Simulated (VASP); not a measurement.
# Ni (P6_3/mmc) in VASP: notebook

Ni is run at these levels: LDA, BLYP+D3(BJ), r2SCAN, PBEsol; tasks: single point, relaxation of cell and atoms.

All numbers are computed with VASP 6.6.1; they aren't measurements. Logs are shortened: lines on timing, memory, paths and dates and some standing lists are left out, and cuts for length are marked.

## Step 1: The cell of the first run

The structure is hexagonal, space group P6_3/mmc (No. 194). The conventional cell has a = 2.415 Å, b = 2.415 Å, c = 4.018 Å, α = 90.00°, β = 90.00°, γ = 120.00°. Ni (site symmetry -6m2) has 12 Ni at 2.41 to 2.45 Å within 3.2 Å.

This isn't the form of Ni at room conditions, which is fcc.

## Step 2: Single point, LDA, collinear spin, ferromagnetic start

INCAR

```
PREC = Accurate
ENCUT = 690
EDIFF = 1E-6
ISMEAR = -1
SIGMA = 0.05
LREAL = False
LASPH = True
NELM = 200
ALGO = Normal
ISIF = 2
LWAVE = False
LCHARG = False
ISPIN = 2
MAGMOM = 1 1
LORBIT = 11
LMAXMIX = 4
NBANDS = 29
GGA_COMPAT = False
```

KPOINTS

```
Automatic mesh
0
Gamma
  12 12 7
```

POSCAR

```
Ni
1.0
    2.4149374515      0.0000000000      0.0000000000
   -1.2074687258      2.0913971816      0.0000000000
    0.0000000000      0.0000000000      4.0177628822
Ni
2
Direct
    0.6666666667      0.3333333333      0.7500000000
    0.3333333333      0.6666666667      0.2500000000
```

Potentials or basis: VASP PAW LDA potentials, release 64 (Ni_sv_GW).

On the command line:

```
$ cat potpaw_LDA.64/Ni_sv_GW/POTCAR > POTCAR
$ mpirun -np 1 vasp_std > vasp.out
```

OUTCAR:

```text
PREC = Accurate
   ENCUT = 690
   EDIFF = 1E-6
   ISMEAR = -1
   LREAL = False
   LASPH = True
   NELM = 200
   ISIF = 2
   ISPIN = 2
   LORBIT = 11

 ion  position               nearest neighbor table
   1  0.667  0.333  0.750-   2 2.45   2 2.45   2 2.45   2 2.45   2 2.45   2 2.45
   2  0.333  0.667  0.250-   1 2.45   1 2.45   1 2.45   1 2.45   1 2.45   1 2.45

  LATTYP: Found a hexagonal cell.
 ALAT       =     2.4149374515
 C/A-ratio  =     1.6637130207

  Lattice vectors:

 A1 = (   2.4149374515,   0.0000000000,   0.0000000000)
 A2 = (  -1.2074687258,   2.0913971816,   0.0000000000)
 A3 = (   0.0000000000,   0.0000000000,   4.0177628822)

Analysis of symmetry for initial positions (statically):
=====================================================================
 Subroutine PRICEL returns:
 Original cell was already a primitive cell.

 Routine SETGRP: Setting up the symmetry group for a
 hexagonal supercell.

 Subroutine GETGRP returns: Found 24 space group operations
 (whereof 12 operations were pure point group operations)
 out of a pool of 24 trial point group operations.

The static configuration has the point symmetry D_3d.
 The point group associated with its full space group is D_6h.

Analysis of symmetry for dynamics (positions and initial velocities):
=====================================================================
 Subroutine PRICEL returns:
 Original cell was already a primitive cell.

 Routine SETGRP: Setting up the symmetry group for a
 hexagonal supercell.

 Subroutine GETGRP returns: Found 24 space group operations
 (whereof 12 operations were pure point group operations)
 out of a pool of 24 trial point group operations.

The dynamic configuration has the point symmetry D_3d.
 The point group associated with its full space group is D_6h.

Analysis of structural, dynamic, and magnetic symmetry:
=====================================================================
 Subroutine PRICEL returns:
 Original cell was already a primitive cell.

 Routine SETGRP: Setting up the symmetry group for a
 hexagonal supercell.

 Subroutine GETGRP returns: Found 24 space group operations
 (whereof 12 operations were pure point group operations)
 out of a pool of 24 trial point group operations.

The overall configuration has the point symmetry D_3d.
 The point group associated with its full space group is D_6h.

 Subroutine INISYM returns: Found 24 space group operations
 (whereof 12 operations are pure point group operations),
 and found     1 'primitive' translations

[... 111 lines left out ...]
   IALGO  =     38    algorithm
   IMIX   =      4    mixing-type and parameters
     AMIX     =   0.40;   BMIX     =  1.00
     AMIX_MAG =   1.60;   BMIX_MAG =  1.00
  volume/ion in A,a.u.               =      10.15        68.47
  Fermi-wavevector in a.u.,A,eV,Ry     =   1.981832  3.745119 53.439014  3.927657
  Thomas-Fermi vector in A             =   3.001838
   LORBIT       =     11    0 simple, 1 ext, 2 COOP (PROOUT), +10 PAW based schemes
   GGA     = CA    functional components
   LHFCALC =     F    Hartree Fock is set to
   AEXX    =    0.0000 exact exchange contribution
   IVDW    =     0    specifies the selected vdW correction
   LEPSILON=     F    determine dielectric tensor
   LRPA    =     F    only Hartree local field effects (RPA)
 spin polarized calculation
  energy-cutoff  :      690.00
  volume of cell :       20.29
 maximum number of plane-waves:       848
 NGX is ok and might be reduce to    24
   NGX = 11   NGY = 11   NGZ = 17

 number of electron      35.9999997 magnetization       1.1431458

 Free energy of the ion-electron system (eV)
  ---------------------------------------------------
  ext. energy  EPLUGINS =         0.00000000
  ---------------------------------------------------
  free energy    TOTEN  =       -14.87095938 eV

  energy without entropy =      -14.83568665  energy(sigma->0) =      -14.85332301

 E-fermi :   8.3521     XC(G=0): -14.7838

 val. band max:        8.3464653070   @ k =   0.0833   0.0000   0.1429
 cond. band min:       8.3536303668   @ k =   0.3333   0.2500   0.4286
 fundamental gap:      0.0071650599
 Fermi energy:         8.3521187039

 spin component 1

 k-point     1 :       0.0000    0.0000    0.0000
  band No.  band energies     occupation
      1     -94.2308      1.00000
      2     -94.1859      1.00000
      3     -55.3072      1.00000
      4     -55.1009      1.00000
      5     -55.1009      1.00000
      6     -55.0639      1.00000
[... 757 lines left out ...]
     28      33.8951      0.00000
     29      37.0814      0.00000

 [... further k-points ...]

 spin component 2

 k-point     1 :       0.0000    0.0000    0.0000
  band No.  band energies     occupation
      1     -93.5341      1.00000
      2     -93.4881      1.00000
      3     -54.6449      1.00000
      4     -54.4210      1.00000
      5     -54.4210      1.00000
      6     -54.3830      1.00000
[... 757 lines left out ...]
     28      34.0297      0.00000
     29      37.1509      0.00000

 [... further k-points ...]
[... 5 lines left out ...]
  --------------------------------------------------------------------------------------
  -------------------------------------------------------------------------------------
  Total       -0.2486498     -0.2486498     -0.7273239      0.0000000      0.0000000      0.0000000
  in kB      -19.6323363    -19.6323363    -57.4264200      0.0000000      0.0000000      0.0000000
  external PRESSURE =     -32.2303642 kB  Pullay stress =       0.0000000 kB

 VOLUME and BASIS-vectors are now :
 -----------------------------------------------------------------------------
  energy-cutoff  :      690.00
  volume of cell :       20.29
      direct lattice vectors                 reciprocal lattice vectors
     2.414937452  0.000000000  0.000000000     0.414089400  0.239074626  0.000000000
    -1.207468726  2.091397182  0.000000000     0.000000000  0.478149253  0.000000000
     0.000000000  0.000000000  4.017762882     0.000000000  0.000000000  0.248894728

 POSITION                                       TOTAL-FORCE (eV/Angst)
 -----------------------------------------------------------------------------------
      1.20747      0.69713      3.01332        -0.000000      0.000000      0.000000
     -0.00000      1.39426      1.00444         0.000000      0.000000      0.000000
 -----------------------------------------------------------------------------------
    total drift:                               -0.000000      0.000000     -0.000000

  FREE ENERGIE OF THE ION-ELECTRON SYSTEM (eV)
  ---------------------------------------------------
  free  energy   TOTEN  =       -14.8709593769 eV

  energy  without entropy=      -14.8356866521  energy(sigma->0) =      -14.85332301

 total charge

# of ion       s       p       d       f       tot
--------------------------------------------------
    1        2.254   6.332   7.830   0.006  16.422
    2        2.254   6.332   7.830   0.006  16.422
--------------------------------------------------
tot          4.507  12.663  15.660   0.012  32.843

 magnetization (x)

# of ion       s       p       d       f       tot
--------------------------------------------------
    1       -0.001  -0.012   0.608  -0.000   0.595
    2       -0.001  -0.012   0.608  -0.000   0.595
--------------------------------------------------
tot         -0.002  -0.024   1.216  -0.000   1.191
```

OSZICAR:

```text
N       E                     dE             d eps       ncg     rms          rms(c)
DAV:   1     0.615473814367E+03    0.61547E+03   -0.22999E+04 13534   0.559E+03
DAV:   2     0.329370788664E+02   -0.58254E+03   -0.55400E+03 15584   0.133E+03
DAV:   3    -0.188225305562E+02   -0.51760E+02   -0.50607E+02 17510   0.514E+02
DAV:   4    -0.202703612636E+02   -0.14478E+01   -0.14473E+01 16755   0.526E+01
DAV:   5    -0.203082016224E+02   -0.37840E-01   -0.37839E-01 13868   0.698E+00    0.203E+01
DAV:   6    -0.173653964957E+02    0.29428E+01   -0.27653E+01 11088   0.392E+02    0.133E+01
DAV:   7    -0.149625655144E+02    0.24028E+01   -0.95030E+00 11403   0.199E+02    0.328E+00
DAV:   8    -0.148761254296E+02    0.86440E-01   -0.38354E-01 17491   0.164E+01    0.909E-01
DAV:   9    -0.148707300682E+02    0.53954E-02   -0.89719E-03 15761   0.240E+00    0.223E-01
DAV:  10    -0.148709202416E+02   -0.19017E-03   -0.49442E-04 17239   0.905E-01    0.133E-01
DAV:  11    -0.148709599819E+02   -0.39740E-04   -0.31964E-05 16329   0.276E-01    0.317E-02
DAV:  12    -0.148709593769E+02    0.60495E-06   -0.56321E-06 12105   0.993E-02
   1 F= -.14870959E+02 E0= -.14853323E+02  d E =-.352727E-01  mag=     1.1443
```

stdout:

```text
POSCAR found type information on POSCAR Ni
 POSCAR found :  1 types and       2 ions
 scaLAPACK will be used
 LDA part: xc-table for (Slater(with rela. corr.)+CA(PZ))
 , standard interpolation
 POSCAR, INCAR and KPOINTS ok, starting setup
 FFT: planning ... GRIDC
 FFT: planning ... GRID_SOFT
 FFT: planning ... GRID
 WAVECAR not read
 entering main loop
```

It took 3.2 min on 1 thread of Intel Xeon Platinum 8375C at 2.90GHz (Ice Lake), shared host; peak memory 0.23 GiB.

What came out:

| Property | Result |
| --- | --- |
| Free energy | -14.8710 eV |
| Pressure | -3.2 GPa |
| Net moment | 1.14 μB per cell |
| Site moments | Ni +0.59 μB |
| Valence electrons inside the program's atomic spheres | Ni 16.42 |

Caveat: the cell stands under tension.

## Step 3: Single point, BLYP+D3(BJ), collinear spin, ferromagnetic start

This run uses another cell than the first one, of 10.57 Å³/atom.

INCAR

```
SYSTEM = Ni
  PREC = Accurate
  ENCUT = 690
  EDIFF = 1E-6
  ISMEAR = -1
  SIGMA = 0.05
  LREAL = .FALSE.
  LASPH = .TRUE.
  NELM = 200
  ALGO = Normal
  ISIF = 2
  LWAVE = .FALSE.
  LCHARG = .FALSE.
  ISPIN = 2
  MAGMOM = 1 1
  LORBIT = 11
  LMAXMIX = 4
  GGA = B5
  ALDAX = 1.0
  AGGAX = 1.0
  AGGAC = 1.0
  ALDAC = 0.0
  IVDW = 12
  VDW_S6 = 1.0
  VDW_S8 = 2.6996
  VDW_A1 = 0.4298
  VDW_A2 = 4.2359
  NBANDS = 29
  GGA_COMPAT = .FALSE.
```

KPOINTS

```
Automatic mesh
0
G
  12 12 7
  0 0 0
```

POSCAR

```
Ni
1.0
    2.4587603875      0.0000000000      0.0000000000
   -1.2293801938      2.1293489574      0.0000000000
    0.0000000000      0.0000000000      4.0379919272
Ni
2
Direct
    0.6666666667      0.3333333333      0.7500000000
    0.3333333333      0.6666666667      0.2500000000
```

Potentials or basis: VASP PAW PBE potentials, release 64 (Ni_sv_GW).

On the command line:

```
$ cat potpaw_PBE.64/Ni_sv_GW/POTCAR > POTCAR
$ mpirun -np 1 vasp_std > vasp.out
```

It took 2.1 min on 1 thread of Intel Xeon Platinum 8488C (Sapphire Rapids), shared host; peak memory 0.26 GiB.

The run converged. Its results:

```
Free energy                                           : -13.2203 eV
Pressure                                              : -0.8 GPa
Net moment                                            : 1.23 μB per cell
Site moments                                          : Ni +0.65 μB
Valence electrons inside the program's atomic spheres : Ni 16.42
Dispersion energy per atom                            : -1.083 eV
```

Levels at points of the mesh, in eV from the Fermi level:
Spin up:
```tsv
k point	band 15	band 16	band 17	band 18	band 19	band 20	band 21	band 22	band 23	band 24
(0.00, 0.00, 0.00)	-2.15	-1.70	-1.70	-0.71	-0.71	-0.25	5.79	23.08	24.84	24.84
(0.50, 0.00, 0.00)	-2.10	-0.60	-0.52	-0.47	1.29	3.19	9.57	10.04	12.85	13.58
```
Spin down:
```tsv
k point	band 14	band 15	band 16	band 17	band 18	band 19	band 20	band 21	band 22	band 23
(0.00, 0.00, 0.00)	-1.47	-1.47	-1.07	-1.07	-0.27	-0.03	-0.03	6.20	22.99	24.95
(0.50, 0.00, 0.00)	-1.83	-1.44	0.15	0.17	0.29	1.76	3.58	9.71	10.17	13.06
```

Caveat: the dispersion term is far too large for a dense solid, which distorts pressure and volume; the PAW data sets were made with another functional, which shifts forces and pressure a little.

## Step 4: Single point, r2SCAN, collinear spin, ferromagnetic start

This run uses another cell than the first one, of 10.99 Å³/atom.

POSCAR

```
Ni
1.0
    2.4802374197      0.0000000000      0.0000000000
   -1.2401187098      2.1479486129      0.0000000000
    0.0000000000      0.0000000000      4.1264032895
Ni
2
Direct
    0.6666666667      0.3333333333      0.7500000000
    0.3333333333      0.6666666667      0.2500000000
```

INCAR.step1

```
ALGO = Normal ; EDIFF = 1E-5
ENCUT = 760 ; GGA = PE
GGA_COMPAT = F ; ISMEAR = -1
ISPIN = 2 ; LASPH = T
LCHARG = F ; LMAXMIX = 4
LREAL = F ; LWAVE = T
MAGMOM = 1 1 ; NBANDS = 29
NELM = 200 ; PREC = Accurate
SIGMA = 0.05
```

INCAR.step2

```
ALGO = Normal ; EDIFF = 1E-6
ENCUT = 760 ; GGA_COMPAT = F
ISIF = 2 ; ISMEAR = -1
ISPIN = 2 ; ISTART = 1
LASPH = T ; LCHARG = F
LMAXMIX = 4 ; LMIXTAU = T
LORBIT = 11 ; LREAL = F
LWAVE = F ; MAGMOM = 1 1
METAGGA = R2SCAN ; NBANDS = 29
NELM = 200 ; PREC = Accurate
SIGMA = 0.05
```

KPOINTS

```
k-points
0
Gamma
  12 12 7
```

On the command line:

```
$ cat potpaw_PBE.64/Ni_sv_GW/POTCAR > POTCAR
$ cp INCAR.step1 INCAR
$ mpirun -np 1 vasp_std > vasp.out
$ cp INCAR.step2 INCAR
$ mpirun -np 1 vasp_std > vasp.out
```

Wall time 13 min (1 thread of AMD EPYC 7R13 (Zen 3), shared host); peak memory 0.27 GiB.

It converged, with:

```yaml
Free_energy: -25.7060 eV
Pressure: -8.5 GPa
Net_moment: 1.53 μB per cell
Site_moments: Ni +0.84 μB
Valence_electrons_inside_the_program's_atomic_spheres: Ni 16.34
```

Stress tensor (GPa, compression positive):
```
-8.75  0.00  0.00
 0.00 -8.75  0.00
 0.00  0.00 -8.12
```

Levels at points of the mesh, in eV from the Fermi level:
Spin up:
| k point | band 15 | band 16 | band 17 | band 18 | band 19 | band 20 | band 21 | band 22 | band 23 | band 24 |
| --- | --- | --- | --- | --- | --- | --- | --- | --- | --- | --- |
| (0.00, 0.00, 0.00) | -2.59 | -1.95 | -1.95 | -1.06 | -1.06 | -0.69 | 5.21 | 23.31 | 25.35 | 25.35 |
| (0.50, 0.00, 0.00) | -2.63 | -1.12 | -1.01 | -0.91 | 0.83 | 2.84 | 9.33 | 9.91 | 12.38 | 13.35 |
Spin down:
| k point | band 15 | band 16 | band 17 | band 18 | band 19 | band 20 |
| --- | --- | --- | --- | --- | --- | --- |
| (0.00, 0.00, 0.00) | -1.31 | -1.11 | -1.11 | -0.88 | -0.16 | -0.16 |
| (0.50, 0.00, 0.00) | -1.16 | 0.00 | 0.32 | 0.44 | 1.81 | 3.53 |

Caveat: the cell stands under tension; the PAW data sets were made with another functional, which shifts forces and pressure a little.

[end of part 1 of 2]
